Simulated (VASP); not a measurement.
La, 4 atoms in the cell. The structure is hexagonal, space group P6_3/mmc (No. 194). Conventional cell: a = 3.783 Å, b = 3.783 Å, c = 12.039 Å, α = 90.00°, β = 90.00°, γ = 120.00°. La (site symmetry -3m) has 12 La at 3.72 to 3.78 Å within 4.9 Å. Within 4.9 Å of La (site symmetry -6m2) lie 12 La at 3.72 to 3.78 Å. 

| Quantity | Value |
| --- | --- |
| Program | VASP 6.6.1 |
| Task | single point |
| Functional | r2SCAN |
| Potentials or basis | VASP PAW PBE potentials, release 64 (La) |
| Cutoff | 520 eV |
| k mesh | 9 × 9 × 3 |
| Occupations | gaussian, width 0.1 eV |
| Spin | no spin polarisation |
| Dipole correction | no |
| Further INCAR settings | ALGO = Normal; EDIFF = 1e-06; NBANDS = 30 |

Potentials or basis: VASP PAW PBE potentials, release 64 (La).

Run with:

```bash
$ cat potpaw_PBE.64/La/POTCAR > POTCAR
$ cp INCAR.step1 INCAR
$ mpirun -np 1 vasp_std > vasp.out
$ cp INCAR.step2 INCAR
$ mpirun -np 1 vasp_std > vasp.out
```

Hardware: 1 thread of Intel(R) Xeon(R) Platinum 8259CL CPU @ 2.50GHz (Skylake/Cascade Lake) (shared host).

Question: How long does it take, and how much memory?

Answer: Run time: 11 min on 1 thread of Intel(R) Xeon(R) Platinum 8259CL CPU @ 2.50GHz (Skylake/Cascade Lake), with other jobs on the host, peak memory 0.33 GiB. Counts: k points 24.
